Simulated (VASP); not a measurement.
# Co (Fd-3m) in VASP: further runs, part 2 of 2

VASP 6.6.1.

**3. Single point, PBE**

This run uses another cell than the first one, of 14.87 Å³/atom.

File INCAR:

```
PREC = Accurate
ENCUT = 690
EDIFF = 1E-6
ISMEAR = 0
SIGMA = 0.1
LREAL = F
LASPH = T
NELM = 120
ALGO = Normal
ISIF = 2
LWAVE = F
LCHARG = F
GGA = PE
NBANDS = 24
GGA_COMPAT = F
```

File KPOINTS:

```
regular mesh
0
Gamma
  20 20 20
```

File POSCAR:

```
Co
1.0
    0.0000000000      2.4591855700      2.4591855700
    2.4591855700      0.0000000000      2.4591855700
    2.4591855700      2.4591855700      0.0000000000
Co
2
Direct
    0.0000000000      0.0000000000      0.0000000000
    0.2500000000      0.2500000000      0.2500000000
```

Potentials or basis: VASP PAW PBE potentials, release 64 (Co_sv).

Run with:

```
$ cat potpaw_PBE.64/Co_sv/POTCAR > POTCAR
$ mpirun -np 1 vasp_std > vasp.out
```

OUTCAR:

```text
PREC = Accurate
   ENCUT = 690
   EDIFF = 1E-6
   ISMEAR = 0
   LREAL = F
   LASPH = T
   NELM = 120
   ISIF = 2
   GGA = PE

 ion  position               nearest neighbor table
   1  0.000  0.000  0.000-   2 2.13   2 2.13   2 2.13   2 2.13
   2  0.250  0.250  0.250-   1 2.13   1 2.13   1 2.13   1 2.13

  LATTYP: Found a face centered cubic cell.
 ALAT       =     4.9183711400

  Lattice vectors:

 A1 = (   0.0000000000,   2.4591855700,   2.4591855700)
 A2 = (   2.4591855700,   0.0000000000,   2.4591855700)
 A3 = (   2.4591855700,   2.4591855700,   0.0000000000)

Analysis of symmetry for initial positions (statically):
=====================================================================
 Subroutine PRICEL returns:
 Original cell was already a primitive cell.

 Routine SETGRP: Setting up the symmetry group for a
 face centered cubic supercell.

 Subroutine GETGRP returns: Found 48 space group operations
 (whereof 24 operations were pure point group operations)
 out of a pool of 48 trial point group operations.

The static configuration has the point symmetry T_d .
 The point group associated with its full space group is O_h .

Analysis of symmetry for dynamics (positions and initial velocities):
=====================================================================
 Subroutine PRICEL returns:
 Original cell was already a primitive cell.

 Routine SETGRP: Setting up the symmetry group for a
 face centered cubic supercell.

 Subroutine GETGRP returns: Found 48 space group operations
 (whereof 24 operations were pure point group operations)
 out of a pool of 48 trial point group operations.

The dynamic configuration has the point symmetry T_d .
 The point group associated with its full space group is O_h .

 Subroutine INISYM returns: Found 48 space group operations
 (whereof 24 operations are pure point group operations),
 and found     1 'primitive' translations

[... 110 lines left out ...]
   EFERMI_NEDOS =   21; number of points for ismear=-14 and -15
   IALGO  =     38    algorithm
   IMIX   =      4    mixing-type and parameters
     AMIX     =   0.40;   BMIX     =  1.00
     AMIX_MAG =   1.60;   BMIX_MAG =  1.00
  volume/ion in A,a.u.               =      14.87       100.36
  Fermi-wavevector in a.u.,A,eV,Ry     =   1.711722  3.234685 39.864953  2.929991
  Thomas-Fermi vector in A             =   2.789783
   LORBIT       =      0    0 simple, 1 ext, 2 COOP (PROOUT), +10 PAW based schemes
   GGA     = PE    functional components
   LHFCALC =     F    Hartree Fock is set to
   AEXX    =    0.0000 exact exchange contribution
   IVDW    =     0    specifies the selected vdW correction
   LEPSILON=     F    determine dielectric tensor
   LRPA    =     F    only Hartree local field effects (RPA)
 non-spin polarized calculation
 Gauss-broadening in eV      SIGMA  =   0.10
  energy-cutoff  :      690.00
  volume of cell :       29.74
 maximum number of plane-waves:      1243
 NGX is ok and might be reduce to    30
   NGX = 15   NGY = 15   NGZ = 15

 number of electron      34.0000005 magnetization

 Free energy of the ion-electron system (eV)
  ---------------------------------------------------
  ext. energy  EPLUGINS =         0.00000000
  ---------------------------------------------------
  free energy    TOTEN  =       -11.52007582 eV

  energy without entropy =      -11.49733447  energy(sigma->0) =      -11.50870514

 E-fermi :   7.6204     XC(G=0): -11.7106

 val. band max:        7.6176600240   @ k =   0.4000   0.1000   0.0000
 cond. band min:       7.6212786071   @ k =   0.5000   0.3000   0.1000
 fundamental gap:      0.0036185831
 Fermi energy:         7.6204004228

 k-point     1 :       0.0000    0.0000    0.0000
  band No.  band energies     occupation
      1     -87.6963      2.00000
      2     -87.4582      2.00000
      3     -51.0745      2.00000
      4     -51.0745      2.00000
      5     -51.0745      2.00000
      6     -50.6748      2.00000
[... 637 lines left out ...]
     23      20.1347      0.00000
     24      21.4444      0.00000

 [... further k-points ...]

------------------------ aborting loop because EDIFF is reached ----------------------------------------

  FORCE on cell =-STRESS in cart. coord.  units (eV):
  Direction    XX          YY          ZZ          XY          YZ          ZX
  --------------------------------------------------------------------------------------
  -------------------------------------------------------------------------------------
  Total       -0.1492865     -0.1492865     -0.1492865      0.0000000      0.0000000      0.0000000
  in kB       -8.0413160     -8.0413160     -8.0413160      0.0000000      0.0000000      0.0000000
  external PRESSURE =      -8.0413160 kB  Pullay stress =       0.0000000 kB

 VOLUME and BASIS-vectors are now :
 -----------------------------------------------------------------------------
  energy-cutoff  :      690.00
  volume of cell :       29.74
      direct lattice vectors                 reciprocal lattice vectors
     0.000000000  2.459185570  2.459185570    -0.203319345  0.203319345  0.203319345
     2.459185570  0.000000000  2.459185570     0.203319345 -0.203319345  0.203319345
     2.459185570  2.459185570  0.000000000     0.203319345  0.203319345 -0.203319345

 POSITION                                       TOTAL-FORCE (eV/Angst)
 -----------------------------------------------------------------------------------
      0.00000      0.00000      0.00000         0.000000      0.000000      0.000000
      1.22959      1.22959      1.22959        -0.000000     -0.000000     -0.000000
 -----------------------------------------------------------------------------------
    total drift:                                0.000000      0.000000      0.000000

  FREE ENERGIE OF THE ION-ELECTRON SYSTEM (eV)
  ---------------------------------------------------
  free  energy   TOTEN  =       -11.5200758180 eV

  energy  without entropy=      -11.4973344676  energy(sigma->0) =      -11.50870514
```

OSZICAR:

```text
N       E                     dE             d eps       ncg     rms          rms(c)
DAV:   1     0.672311759270E+03    0.67231E+03   -0.22401E+04 15240   0.456E+03
DAV:   2     0.469960787413E+02   -0.62532E+03   -0.60014E+03 17928   0.107E+03
DAV:   3    -0.119668385316E+02   -0.58963E+02   -0.58226E+02 15672   0.293E+02
DAV:   4    -0.132111073107E+02   -0.12443E+01   -0.12433E+01 16688   0.460E+01
DAV:   5    -0.133045006872E+02   -0.93393E-01   -0.93393E-01 17512   0.190E+01    0.137E+01
DAV:   6    -0.126470232011E+02    0.65748E+00   -0.19111E+01 14768   0.104E+02    0.141E+01
DAV:   7    -0.115205196252E+02    0.11265E+01   -0.49829E+00 14624   0.540E+01    0.106E+00
DAV:   8    -0.115216027875E+02   -0.10832E-02   -0.51352E-02 17544   0.333E+00    0.681E-01
DAV:   9    -0.115203279776E+02    0.12748E-02   -0.76787E-03 22048   0.176E+00    0.138E-01
DAV:  10    -0.115200809463E+02    0.24703E-03   -0.64919E-04 17352   0.353E-01    0.453E-02
DAV:  11    -0.115200757949E+02    0.51515E-05   -0.79052E-05 16824   0.235E-01    0.900E-03
DAV:  12    -0.115200758180E+02   -0.23191E-07   -0.20663E-06 10728   0.305E-02
   1 F= -.11520076E+02 E0= -.11508705E+02  d E =-.227414E-01
```

Run time: 3.4 min. Hardware: 1 thread of Intel Xeon Platinum 8375C at 2.90GHz (Ice Lake), shared host; peak memory 0.33 GiB.

Results:

| Quantity | Value |
| --- | --- |
| Free energy | -11.5201 eV |
| Pressure | -0.8 GPa |
| Band gap on the k mesh | zero (bands 17 and 18 overlap by 0.84 eV) |

Levels at points of the mesh, in eV from the Fermi level:
```csv
k point,band 14,band 15,band 16,band 17,band 18,band 19,band 20,band 21
"(0.00, 0.00, 0.00)",-2.89,-1.06,-1.06,-1.06,0.27,0.27,13.23,13.23
"(0.50, 0.00, 0.00)",-2.89,-1.55,-0.61,-0.61,0.07,0.07,1.45,9.68
"(0.50, 0.50, 0.00)",-2.05,-1.35,-1.35,0.24,0.24,1.83,1.83,4.84
```

Caveat: the run has no spin polarisation, though such a crystal can be magnetic. Spin polarisation is off, so any magnetic state and its effect on volume and gap are missing.

The gap in the log of VASP goes by the Fermi energy; the results here count the filled bands.